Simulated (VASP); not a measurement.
# Sb (P2_1/m) in VASP: settings compared

The runs below take Sb through single point, with r2SCAN, r2SCAN0.

Program: VASP 6.6.1. These are calculated values, not measurements. Logs are shortened: lines on timing, memory, paths and dates and some standing lists are left out, and cuts for length are marked.

### 1 The cell of the first run

It takes space group P2_1/m (No. 11, monoclinic). The conventional cell has a = 3.184 Å, b = 4.433 Å, c = 4.492 Å, α = 90.00°, β = 90.51°, γ = 90.00°. Sb (site symmetry m) has 6 Sb at 3.10 to 3.21 Å within 4.1 Å.

### 2 Single point, r2SCAN

POSCAR

```
Sb
1.0
    3.1836411160      0.0000000000      0.0000000000
    0.0000000000      4.4327850985      0.0000000000
   -0.0396782330      0.0000000000      4.4922631929
Sb
2
Direct
    0.0113890000      0.2500000000      0.2411660000
    0.9886110000      0.7500000000      0.7588340000
```

INCAR.step1

```
ALGO = Normal
EDIFF = 1E-4
ENCUT = 520
GGA = PE
ISMEAR = -1
LASPH = True
LCHARG = False
LREAL = False
LWAVE = True
NBANDS = 12
NELM = 60
PREC = Accurate
SIGMA = 0.05
```

INCAR.step2

```
ALGO = Normal
EDIFF = 1E-7
ENCUT = 520
ISIF = 2
ISMEAR = -1
ISTART = 1
LASPH = True
LCHARG = False
LMIXTAU = True
LREAL = False
LWAVE = False
METAGGA = R2SCAN
NBANDS = 12
NELM = 60
PREC = Accurate
SIGMA = 0.05
```

KPOINTS

```
k-points
0
Gamma
  9 6 6
```

Potentials or basis: VASP PAW PBE potentials, release 64 (Sb).

On the command line:

```sh
cat potpaw_PBE.64/Sb/POTCAR > POTCAR
cp INCAR.step1 INCAR
mpirun -np 1 vasp_std > vasp.out
cp INCAR.step2 INCAR
mpirun -np 1 vasp_std > vasp.out
```

OUTCAR:

```text
EDIFF = 1E-7
   ENCUT = 520
   ISIF = 2
   ISMEAR = -1
   ISTART = 1
   LASPH = True
   LREAL = False
   METAGGA = R2SCAN
   NELM = 60
   PREC = Accurate

 ion  position               nearest neighbor table
   1  0.011  0.250  0.241-   2 3.10   2 3.10   2 3.21   2 3.21
   2  0.989  0.750  0.759-   1 3.10   1 3.10   1 3.21   1 3.21

  LATTYP: Found a simple monoclinic cell.
 ALAT       =     3.1836411160
 B/A-ratio  =     1.3923633151
 C/A-ratio  =     1.4111007668
 COS(beta)  =    -0.0088322264

  Lattice vectors:

 A1 = (   3.1836411160,   0.0000000000,   0.0000000000)
 A2 = (   0.0000000000,   4.4327850985,   0.0000000000)
 A3 = (  -0.0396782330,   0.0000000000,   4.4922631929)

Analysis of symmetry for initial positions (statically):
=====================================================================
 Subroutine PRICEL returns:
 Original cell was already a primitive cell.

 Routine SETGRP: Setting up the symmetry group for a
 simple monoclinic supercell.

 Subroutine GETGRP returns: Found  4 space group operations
 (whereof  2 operations were pure point group operations)
 out of a pool of  4 trial point group operations.

The static configuration has the point symmetry S_2 .
 The point group associated with its full space group is C_2h.

Analysis of symmetry for dynamics (positions and initial velocities):
=====================================================================
 Subroutine PRICEL returns:
 Original cell was already a primitive cell.

 Routine SETGRP: Setting up the symmetry group for a
 simple monoclinic supercell.

 Subroutine GETGRP returns: Found  4 space group operations
 (whereof  2 operations were pure point group operations)
 out of a pool of  4 trial point group operations.

The dynamic configuration has the point symmetry S_2 .
 The point group associated with its full space group is C_2h.

 Subroutine INISYM returns: Found  4 space group operations
 (whereof  2 operations are pure point group operations),
 and found     1 'primitive' translations

----------------------------------------------------------------------------------------

                                     Primitive cell

  volume of cell :      63.3966

  direct lattice vectors                    reciprocal lattice vectors
     3.183641116  0.000000000  0.000000000     0.314105756  0.000000000  0.002774361
     0.000000000  4.432785099  0.000000000     0.000000000  0.225591807  0.000000000
    -0.039678233  0.000000000  4.492263193     0.000000000  0.000000000  0.222604945

  length of vectors
     3.183641116  4.432785099  4.492438420     0.314118008  0.225591807  0.222604945

  position of ions in fractional coordinates (direct lattice)
     0.011389000  0.250000000  0.241166000
     0.988611000  0.750000000  0.758834000

  ion indices of the primitive-cell ions
   primitive index   ion index
                 1           1
                 2           2

----------------------------------------------------------------------------------------

 KPOINTS: k-points

Automatic generation of k-mesh.
 Grid dimensions read from file:
 generate k-points for:    9    6    6

 Generating k-lattice:

  Cartesian coordinates                     Fractional coordinates (reciprocal lattice)
     0.034900640  0.000000000  0.000308262     0.111111111  0.000000000  0.000000000
     0.000000000  0.037598634  0.000000000     0.000000000  0.166666667  0.000000000
     0.000000000  0.000000000  0.037100824     0.000000000  0.000000000  0.166666667

  Length of vectors
     0.034902001  0.037598634  0.037100824

  Shift w.r.t. Gamma in fractional coordinates (k-lattice)
     0.000000000  0.000000000  0.000000000

 Subroutine IBZKPT returns following result:
 ===========================================

 Found    112 irreducible k-points:

 Following reciprocal coordinates:
            Coordinates               Weight
  0.000000  0.000000  0.000000      1.000000
  0.111111  0.000000  0.000000      2.000000
  0.222222  0.000000  0.000000      2.000000
  0.333333  0.000000  0.000000      2.000000
  0.444444  0.000000  0.000000      2.000000
  0.000000  0.166667  0.000000      2.000000
[... 16 lines left out ...]
  0.222222  0.000000  0.166667      2.000000
  0.333333  0.000000  0.166667      2.000000
 [... further k-points ...]
   k-points           NKPTS =    112   k-points in BZ     NKDIM =    112   number of bands    NBANDS=     12
   number of dos      NEDOS =    301   number of ions     NIONS =      2
   total plane-waves  NPLWV =  31104
   dimension x,y,z NGX =    24 NGY =   36 NGZ =   36
   dimension x,y,z NGXF=    48 NGYF=   72 NGZF=   72
   ions per type =               2
   NGX,Y,Z   is equivalent  to a cutoff of  12.53, 13.50, 13.32 a.u.
   NGXF,Y,Z  is equivalent  to a cutoff of  25.07, 27.00, 26.64 a.u.
 SYSTEM =  unknown system
   PREC   = accura    normal or accurate (medium, high low for compatibility)
   ISTART =      1    job   : 0-new  1-cont  2-samecut
   ICHARG =      0    charge: 1-file 2-atom 10-const
   ISPIN  =      1    spin polarized calculation?
   LNONCOLLINEAR =      F non collinear calculations
   LSORBIT =      F    spin-orbit coupling
   LASPH  =      T    aspherical Exc in radial PAW
   ENCUT  =  520.0 eV  38.22 Ry    6.18 a.u.   5.92  8.24  8.35*2*pi/ulx,y,z
   NELM   =     60;   NELMIN=  2; NELMDL=  0     # of ELM steps
   EDIFF  = 0.1E-06   stopping-criterion for ELM
   LREAL  =      F    real-space projection
   EDIFFG = 0.1E-05   stopping-criterion for IOM
   NSW    =      0    number of steps for IOM
   IBRION =     -1    ionic relax: 0-MD 1-quasi-New 2-CG
   NFREE  =      0    steps in history (QN), initial steepest desc. (CG)
   ISIF   =      2    stress and relaxation
   ISYM   =      2    0-nonsym 1-usesym 2-fastsym
   POTIM  = 0.5000    time-step for ionic-motion
   TEBEG  =    0.0;   TEEND  =   0.0 temperature during run
   PSTRESS=    0.0 pullay stress
   NELECT =      10.0000    total number of electrons
   NUPDOWN=      -1.0000    fix difference up-down
   EMIN   =  10.00;   EMAX   =-10.00  energy-range for DOS
   EFERMI =   0.00;   METHOD = LEGACY
   ISMEAR =    -1;   SIGMA  =   0.05  broadening in eV -4-tet -1-fermi 0-gaus
   EFERMI_NEDOS =   21; number of points for ismear=-14 and -15
   IALGO  =     38    algorithm
   IMIX   =      4    mixing-type and parameters
     AMIX     =   0.40;   BMIX     =  1.00
     AMIX_MAG =   1.60;   BMIX_MAG =  1.00
  volume/ion in A,a.u.               =      31.70       213.91
  Fermi-wavevector in a.u.,A,eV,Ry     =   0.884544  1.671546 10.645448  0.782418
  Thomas-Fermi vector in A             =   2.005458
   LORBIT       =      0    0 simple, 1 ext, 2 COOP (PROOUT), +10 PAW based schemes
   METAGGA = R2SCAN    functional components
   LHFCALC =     F    Hartree Fock is set to
   AEXX    =    0.0000 exact exchange contribution
   IVDW    =     0    specifies the selected vdW correction
   LEPSILON=     F    determine dielectric tensor
   LRPA    =     F    only Hartree local field effects (RPA)
 non-spin polarized calculation
  energy-cutoff  :      520.00
  volume of cell :       63.40
 maximum number of plane-waves:      1725
   NGX = 11   NGY = 17   NGZ = 17

 number of electron       9.9999999 magnetization

 Free energy of the ion-electron system (eV)
  ---------------------------------------------------
  ext. energy  EPLUGINS =         0.00000000
  ---------------------------------------------------
  free energy    TOTEN  =       -51.20751976 eV

  energy without entropy =      -51.19376133  energy(sigma->0) =      -51.20064055

 E-fermi :   6.4232     XC(G=0):  -9.8401

 val. band max:        6.4231980870   @ k =  -0.4444   0.0000   0.3333
 cond. band min:       6.4374872889   @ k =  -0.4444   0.3333   0.1667
 fundamental gap:      0.0142892019
 Fermi energy:         6.4232098354

 k-point     1 :       0.0000    0.0000    0.0000
  band No.  band energies     occupation
      1      -6.2102      2.00000
      2      -1.2576      2.00000
      3       2.7499      2.00000
      4       2.8757      2.00000
      5       8.8958      0.00000
      6       9.4172      0.00000
      7       9.6397      0.00000
      8       9.8340      0.00000
      9      13.1205      0.00000
     10      13.5715      0.00000
     11      13.6660      0.00000
     12      15.0686      0.00000

 k-point     2 :       0.1111    0.0000    0.0000
  band No.  band energies     occupation
      1      -6.0371      2.00000
      2      -1.0744      2.00000
      3       2.9071      2.00000
      4       3.0328      2.00000
      5       7.6284      0.00000
      6       9.0617      0.00000
      7       9.8056      0.00000
      8       9.9992      0.00000
      9      11.8515      0.00000
     10      13.7115      0.00000
     11      14.5008      0.00000
     12      16.1936      0.00000

 k-point     3 :       0.2222    0.0000    0.0000
  band No.  band energies     occupation
      1      -5.5343      2.00000
      2      -0.5312      2.00000
      3       3.3469      2.00000
      4       3.4726      2.00000
      5       4.9620      2.00000
      6       9.2511      0.00000
      7       9.5508      0.00000
      8      10.2684      0.00000
      9      10.4690      0.00000
     10      14.1204      0.00000
     11      14.8026      0.00000
     12      14.9528      0.00000
[... 286 lines left out ...]
 k-point    23 :       0.2222    0.0000    0.1667
  band No.  band energies     occupation
      1      -5.3310      2.00000
      2      -1.2329      2.00000
      3       3.7254      2.00000
      4       3.9020      2.00000
      5       5.1278      2.00000
      6       8.8574      0.00000
      7       9.0867      0.00000
      8       9.3069      0.00000
      9      10.5322      0.00000
     10      14.8560      0.00000
     11      15.1140      0.00000
     12      15.5989      0.00000

 k-point    24 :       0.3333    0.0000    0.1667
  band No.  band energies     occupation
      1      -4.5745      2.00000
      2      -0.4144      2.00000
      3       2.8044      2.00000
      4       4.3323      2.00000
      5       4.5280      2.00000
      6       6.4643      0.61073
      7       9.7192      0.00000
      8       9.9835      0.00000
      9      11.2684      0.00000
     10      12.8927      0.00000
     11      13.1861      0.00000
     12      16.1901      0.00000

 [... further k-points ...]

------------------------ aborting loop because EDIFF is reached ----------------------------------------

  FORCE on cell =-STRESS in cart. coord.  units (eV):
  Direction    XX          YY          ZZ          XY          YZ          ZX
  --------------------------------------------------------------------------------------
  -------------------------------------------------------------------------------------
  Total       -1.2112893     -1.5360294     -1.4963168      0.0000000      0.0000000      0.0277561
  in kB      -30.6120552    -38.8189824    -37.8153538      0.0000000      0.0000000      0.7014598
  external PRESSURE =     -35.7487971 kB  Pullay stress =       0.0000000 kB

 VOLUME and BASIS-vectors are now :
 -----------------------------------------------------------------------------
  energy-cutoff  :      520.00
  volume of cell :       63.40
      direct lattice vectors                 reciprocal lattice vectors
     3.183641116  0.000000000  0.000000000     0.314105756  0.000000000  0.002774361
     0.000000000  4.432785099  0.000000000     0.000000000  0.225591807  0.000000000
    -0.039678233  0.000000000  4.492263193     0.000000000  0.000000000  0.222604945

 POSITION                                       TOTAL-FORCE (eV/Angst)
 -----------------------------------------------------------------------------------
      0.02669      1.10820      1.08338        -0.046647      0.000000     -0.071552
      3.11727      3.32459      3.40888         0.046647      0.000000      0.071552
 -----------------------------------------------------------------------------------
    total drift:                               -0.000000      0.000000      0.000000

  FREE ENERGIE OF THE ION-ELECTRON SYSTEM (eV)
  ---------------------------------------------------
  free  energy   TOTEN  =       -51.2075197624 eV

  energy  without entropy=      -51.1937613326  energy(sigma->0) =      -51.20064055
```

It took 5 min on 1 thread of Intel Xeon 8259CL, shared host; peak memory 0.22 GiB.

Results:

```
Free energy            : -51.2075 eV
Pressure               : -3.6 GPa
Largest force          : 0.085 eV/Å
Band gap on the k mesh : zero (band 5 reaches 11.37 eV, above the bottom of band 6 at 3.10 eV)
```

Forces on the atoms (eV/Å):
```
Sb  -0.047  0.000 -0.072
Sb   0.047  0.000  0.072
```

Caveat: the PAW data sets were made with another functional, which shifts forces and pressure a little; spin-orbit coupling is left out, which moves the levels of the heavy elements.

### 3 Single point, r2SCAN0

This run uses another cell than the first one, of 29.90 Å³/atom, 0.943 times its volume.

POSCAR

```
Sb
1.0
    3.1224020000      0.0000000000      0.0000000000
    0.0000000000      4.3475180000      0.0000000000
   -0.0389150000      0.0000000000      4.4058520000
Sb
2
Direct
    0.0113890000      0.2500000000      0.2411660000
    0.9886110000      0.7500000000      0.7588340000
```

INCAR.step1

```
SYSTEM = Sb
ALGO = Normal
EDIFF = 1E-5
ENCUT = 520
GGA = PE
ISIF = 2
ISMEAR = -1
LASPH = .TRUE.
LCHARG = .FALSE.
LREAL = .FALSE.
LWAVE = .TRUE.
NBANDS = 12
NELM = 100
PREC = Accurate
SIGMA = 0.05
```

INCAR.step2

```
SYSTEM = Sb
AEXX = 0.25
ALGO = Normal
EDIFF = 1E-6
ENCUT = 520
ISIF = 2
ISMEAR = -1
ISTART = 1
LASPH = .TRUE.
LCHARG = .FALSE.
LHFCALC = .TRUE.
LMIXTAU = .TRUE.
LREAL = .FALSE.
LWAVE = .FALSE.
METAGGA = R2SCAN
NBANDS = 12
NELM = 100
PREC = Accurate
PRECFOCK = Normal
SIGMA = 0.05
```

KPOINTS

```
k-points
0
G
  5 4 4
  0 0 0
```

Potentials or basis: VASP PAW PBE potentials, release 64 (Sb).

On the command line:

```sh
cat potpaw_PBE.64/Sb/POTCAR > POTCAR
cp INCAR.step1 INCAR
mpirun -np 1 vasp_std > vasp.out
cp INCAR.step2 INCAR
mpirun -np 1 vasp_std > vasp.out
```

OUTCAR:

```text
SYSTEM = Sb
   AEXX = 0.25
   EDIFF = 1E-6
   ENCUT = 520
   ISIF = 2
   ISMEAR = -1
   ISTART = 1
   LASPH = .TRUE.
   LHFCALC = .TRUE.
   LREAL = .FALSE.
   METAGGA = R2SCAN
   NELM = 100
   PREC = Accurate
   PRECFOCK = Normal

 ion  position               nearest neighbor table
   1  0.011  0.250  0.241-   2 3.04   2 3.04   2 3.15   2 3.15
   2  0.989  0.750  0.759-   1 3.04   1 3.04   1 3.15   1 3.15

  LATTYP: Found a simple monoclinic cell.
 ALAT       =     3.1224020000
 B/A-ratio  =     1.3923633152
 C/A-ratio  =     1.4111007668
 COS(beta)  =    -0.0088322263

  Lattice vectors:

 A1 = (   3.1224020000,   0.0000000000,   0.0000000000)
 A2 = (   0.0000000000,   4.3475180000,   0.0000000000)
 A3 = (  -0.0389150000,   0.0000000000,   4.4058520000)

Analysis of symmetry for initial positions (statically):
=====================================================================
 Subroutine PRICEL returns:
 Original cell was already a primitive cell.

 Routine SETGRP: Setting up the symmetry group for a
 simple monoclinic supercell.

[... 185 lines left out ...]
      2      -1.7866      2.00000
      3       2.2267      2.00000
      4       2.3698      2.00000
      5       9.8412      0.00000
      6      10.8505      0.00000
      7      11.1781      0.00000
      8      11.3398      0.00000
      9      14.6946      0.00000
     10      15.0048      0.00000
     11      15.6747      0.00000
     12      16.7906      0.00000
[... 331 lines left out ...]
 k-point    24 :      -0.2000    0.5000    0.2500
  band No.  band energies     occupation
      1      -4.7200      2.00000
      2      -4.7200      2.00000
      3       2.1360      2.00000
      4       2.1360      2.00000
      5       8.4777      0.00000
      6       8.4777      0.00000
      7      11.1138      0.00000
      8      11.1138      0.00000
      9      15.4369      0.00000
     10      15.4369      0.00000
     11      18.0251      0.00000
     12      18.0251      0.00000

 [... further k-points ...]

------------------------ aborting loop because EDIFF is reached ----------------------------------------

  FORCE on cell =-STRESS in cart. coord.  units (eV):
  Direction    XX          YY          ZZ          XY          YZ          ZX
  --------------------------------------------------------------------------------------
  -------------------------------------------------------------------------------------
  Total       -1.9292596     -0.6422404     -0.9653846      0.0000000      0.0000000     -0.0772362
  in kB      -51.6822189    -17.2047396    -25.8613303      0.0000000      0.0000000     -2.0690531
  external PRESSURE =     -31.5827629 kB  Pullay stress =       0.0000000 kB

 VOLUME and BASIS-vectors are now :
 -----------------------------------------------------------------------------
  energy-cutoff  :      520.00
  volume of cell :       59.81
      direct lattice vectors                 reciprocal lattice vectors
     3.122402000  0.000000000  0.000000000     0.320266257  0.000000000  0.002828774
     0.000000000  4.347518000  0.000000000     0.000000000  0.230016299  0.000000000
    -0.038915000  0.000000000  4.405852000     0.000000000  0.000000000  0.226970856

 POSITION                                       TOTAL-FORCE (eV/Angst)
 -----------------------------------------------------------------------------------
      0.02618      1.08688      1.06254        -0.065594     -0.000000      0.142211
      3.05731      3.26064      3.34331         0.065594      0.000000     -0.142211
 -----------------------------------------------------------------------------------
    total drift:                               -0.000000     -0.000000     -0.000000

  FREE ENERGIE OF THE ION-ELECTRON SYSTEM (eV)
  ---------------------------------------------------
  free  energy   TOTEN  =       -43.5336426321 eV

  energy  without entropy=      -43.5300444587  energy(sigma->0) =      -43.53184355
```

OSZICAR.step1:

```text
N       E                     dE             d eps       ncg     rms          rms(c)
DAV:   1     0.298166033638E+02    0.29817E+02   -0.34596E+03   792   0.652E+02
DAV:   2    -0.648701446518E+01   -0.36304E+02   -0.34985E+02  1080   0.103E+02
DAV:   3    -0.811297869863E+01   -0.16260E+01   -0.16060E+01   976   0.238E+01
DAV:   4    -0.812642422759E+01   -0.13446E-01   -0.13442E-01   900   0.261E+00
DAV:   5    -0.812658717843E+01   -0.16295E-03   -0.16295E-03   940   0.310E-01    0.272E+00
DAV:   6    -0.813037805985E+01   -0.37909E-02   -0.17682E-03   880   0.269E-01    0.162E+00
DAV:   7    -0.813321352057E+01   -0.28355E-02   -0.38206E-03   868   0.395E-01    0.819E-02
DAV:   8    -0.813333018409E+01   -0.11666E-03   -0.21854E-04   924   0.903E-02    0.171E-02
DAV:   9    -0.813333868344E+01   -0.84994E-05   -0.13230E-05   804   0.234E-02
   1 F= -.81333387E+01 E0= -.81274186E+01  d E =-.118403E-01
```

Wall time 42 min (1 thread of Oxide Virtual Turin-like, shared host); peak memory 0.17 GiB.

What came out:

* Free energy: -43.5336 eV
* Pressure: -3.2 GPa
* Largest force: 0.157 eV/Å
* Band gap on the k mesh: zero (band 5 reaches 13.27 eV, above the bottom of band 6 at 3.31 eV)

Forces in eV/Å, atoms in the order of the input:
```
Sb  -0.066  0.000  0.142
Sb   0.066  0.000 -0.142
```

Stress tensor (GPa, compression positive):
```
-5.17  0.00 -0.21
 0.00 -1.72  0.00
-0.21  0.00 -2.59
```

Caveat: the k points lie up to 0.40 Å⁻¹ apart; the PAW data sets were made with another functional, which shifts forces and pressure a little; spin-orbit coupling is left out, which moves the levels of the heavy elements.
